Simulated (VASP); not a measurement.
Runs of VASP 6.6.1 on C. The structure is that of space group Fmmm (No. 69), or close to it. The cells are those of the table. 

```csv
cell,gap on the mesh (eV),pressure (GPa),largest force (eV/Å)
"a = 3.849, b = 3.409, c = 2.525 Å, angles 79.3, 60.5, 40.1°, 2 atoms",none,(b),0.03
"a = 3.684, b = 3.174, c = 2.646 Å, angles 78.0, 57.4, 44.6°, 2 atoms",none,-51.9,0.02
"a = 4.120, b = 3.761, c = 2.379 Å, angles 80.9, 64.3, 34.8°, 2 atoms",0.71,25.3,0.02
"a = 4.043, b = 3.664, c = 2.416 Å, angles 80.5, 63.4, 36.1°, 2 atoms",0.53,(a),0.03
```

Alike in all rows: task single point; level LDA; potentials or basis VASP PAW LDA potentials, release 64 (C); no spin polarisation; k mesh 14 × 14 × 14; cutoff (eV) 520; smearing gaussian 0.05 eV.

Task: Estimate the missing entries.

Result: (a) 10.9; (b) -24.2.

A k mesh can miss the band edges.

A gap of «none» marks levels without a gap at the run's occupations.
